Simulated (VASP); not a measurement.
Runs of VASP 6.6.1 on Zn. The structure is that of space group Im-3m (No. 229), or close to it. The cells are those of the table. 

```csv
cell,gap on the mesh (eV),pressure (GPa)
"a = 2.617 Å, angles 109.5°, 1 atom",none,0.2
"a = 2.687 Å, angles 109.5°, 1 atom",none,-5.9
"a = 2.718 Å, angles 109.5°, 1 atom",none,(b)
"a = 2.597 Å, angles 109.5°, 1 atom",none,(a)
"a = 2.614 Å, angles 109.5°, 1 atom",none,0.4
```

Alike in all rows: task single point; level PBEsol+D3(BJ); potentials or basis VASP PAW PBE potentials, release 64 (Zn); no spin polarisation; k mesh 6 × 6 × 6; cutoff (eV) 520; smearing fermi-dirac 0.3 eV.

Problem. Fill in the values left out.

Solution. (a) 2.4; (b) -7.9.

Caveats: all runs use coarse meshes; the PAW data sets were made with another functional, which shifts forces and pressure a little; pairwise dispersion overbinds metals, which lowers pressure and volume.

A gap of «none» marks levels without a gap at the run's occupations.
